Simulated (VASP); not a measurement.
CdF2: single point with r2SCAN

The system is CdF2.

```
Cd F
1.0
     0.00000    2.67592    2.67592
     2.67592    0.00000    2.67592
     2.67592    2.67592    0.00000
Cd F
1 2
Direct
  0.00000 0.00000 0.00000
  0.75000 0.75000 0.75000
  0.25000 0.25000 0.25000
```

* Program: VASP 6.6.1
* Task: single point
* Functional: r2SCAN
* Potentials or basis: VASP PAW PBE potentials, release 64 (Cd, F)
* Cutoff: 520 eV
* k mesh: 9 × 9 × 9
* Occupations: fermi-dirac, width 0.05 eV
* Spin: no spin polarisation

```json
{
  "Pressure": "3.5 GPa",
  "Band gap on the k mesh": "3.85 eV, indirect (least direct gap 4.30 eV)"
}
```

Levels at points of the mesh, in eV from the valence-band top:
```csv
k point,band 10,band 11,band 12,band 13,band 14,band 15,band 16,band 17
"(0.00, 0.00, 0.00)",-1.01,-0.45,-0.45,-0.45,3.85,13.74,13.74,13.74
```

Run time: 2.7 min on 1 thread of AMD EPYC 7R43 64-Core Processor (Zen 3), with other jobs on the host, peak memory 0.14 GiB.

Caveat: the PAW data sets were made with another functional, which shifts forces and pressure a little. A k mesh can miss the band edges.
